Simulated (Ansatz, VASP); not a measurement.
# Mo in VASP and in Ansatz

```
Mo
1.0
     2.83972    0.00000    0.00000
    -1.41986    2.45927    0.00000
     0.00000    0.00000    5.03646
Mo
2
Direct
  0.33333 0.66667 0.25000
  0.66667 0.33333 0.75000
```

Alike in both runs: task single point; functional revPBE; k mesh 15 × 15 × 7; occupations fermi-dirac, width 0.1 eV; no spin polarisation.

|  | VASP | Ansatz |
| --- | --- | --- |
| version | VASP 6.6.1 | Ansatz 0.2.0 |
| potentials or method | VASP PAW PBE potentials, release 64 (Mo_sv), cutoff 520 eV | plane waves (420 eV) with PAW, scalar-relativistic |
| valence electrons in the cell | 28 | 28 |

Ansatz gave:

- pressure (GPa): -15.1
- traceless stress, the component that is largest in VASP (GPa): 1.83

Task: Estimate VASP's values.

Result: Pressure (GPa): -14.8; traceless stress, the component that is largest in VASP (GPa): 1.76.

VASP's potentials were made for PBE, not for revPBE. The functional is the same, so the differences come from potentials, cutoffs and numerics.
